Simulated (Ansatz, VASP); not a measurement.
# One calculation of Ag, two programs

The input INCAR:

```
SYSTEM = Ag
ALGO     = Normal         ! electronic algorithm
EDIFF    = 1E-6           ! SCF threshold, eV
ENCUT    = 520            ! plane-wave cutoff, eV
GGA      = PS             ! functional
ISIF     = 2              ! what is computed and relaxed
ISMEAR   = 1              ! smearing method
LASPH    = .TRUE.         ! aspherical terms in the spheres
LCHARG   = .FALSE.        ! write CHGCAR
LREAL    = .FALSE.        ! projectors in reciprocal space
LWAVE    = .FALSE.        ! write WAVECAR
NBANDS   = 12             ! bands
NELM     = 80             ! most SCF steps
PREC     = Accurate       ! precision mode
SIGMA    = 0.1            ! smearing width, eV
```

The input KPOINTS:

```
k-points
0
G
  34 34 34
  0 0 0
```

POSCAR

```
Ag
1.0
    0.0000000000      2.0267871610      2.0267871610
    2.0267871610      0.0000000000      2.0267871610
    2.0267871610      2.0267871610      0.0000000000
Ag
1
Direct
    0.0000000000      0.0000000000      0.0000000000
```

Input for Ansatz:

```yaml
crystal:
  lattice:
    - [0.0, 2.026787161, 2.026787161]
    - [2.026787161, 0.0, 2.026787161]
    - [2.026787161, 2.026787161, 0.0]
  atoms:
    - { symbol: Ag, position: [0.0, 0.0, 0.0] }
kpoints:
  mp_grid: { grid: [34, 34, 34] }
scf:
  occupations: { method: cold, width: 0.1 }
hamiltonian:
  xc: pbesol
  pseudopotentials: { kind: paw }
output:
  forces: true
  stress: true
  populations: false
```

Alike in both runs: task single point; functional PBEsol; k mesh 34 × 34 × 34; no spin polarisation.

|  | VASP | Ansatz |
| --- | --- | --- |
| version | VASP 6.6.1 | Ansatz 0.2.0 |
| potentials or method | VASP PAW PBE potentials, release 64 (Ag) | plane-wave PAW, scalar-relativistic |
| plane-wave cutoff (eV) | 520 | 420 |
| occupations | methfessel-paxton of order 1, width 0.1 eV | cold, width 0.1 eV |
| valence electrons in the cell | 11 | 19 |

|  | VASP | Ansatz | Ansatz less VASP |
| --- | --- | --- | --- |
| pressure (GPa) | -0.3 | 0.0 | +0.23 |

VASP's potentials were made for PBE, not for PBEsol. VASP's potentials hold 11 valence electrons a cell and Ansatz's 19, so a difference there can come from the potentials and not from the codes.
